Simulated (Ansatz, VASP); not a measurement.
One calculation of ZrSi3N3, two programs

```xyz
7
Lattice="4.1324 0.0000 0.0000 0.0000 4.1324 0.0000 0.0000 0.0000 7.3814" Properties=species:S:1:pos:R:3 pbc="T T T"
Zr    0.0000    0.0000    1.5260
Si    2.0662    0.0000    6.4338
Si    0.0000    2.0662    6.4338
Si    0.0000    0.0000    5.1033
N     2.0662    0.0000    0.7168
N     0.0000    2.0662    0.7168
N     0.0000    0.0000    3.4827
```

Alike in both runs: functional PBE; k mesh 10 × 10 × 6; occupations gaussian, width 0.1 eV; no spin polarisation.

Ansatz relaxed the structure, and its values are those at the end. VASP's run is a single point on that final structure, the one shown.

|  | VASP | Ansatz |
| --- | --- | --- |
| version | VASP 6.6.1 | Ansatz 0.2.0 |
| potentials or method | VASP PAW PBE potentials, release 64 (Zr_sv, Si, N), cutoff 520 eV | scalar-relativistic, plane waves, PAW |
| valence electrons in the cell | 39 | 39 |

|  | VASP | Ansatz | Ansatz less VASP |
| --- | --- | --- | --- |
| gap on the k mesh at the Fermi level (eV) | none | none | - |
| pressure (GPa) | 0.0 | 0.0 | -0.04 |
| rms of the force components (eV/Å) | 0.018 | 0.001 | -0.0179 |

A gap of «none» marks a metal or a gap that the smearing closes. With one functional, cell and mesh, what is left measures potentials, basis and numerics.
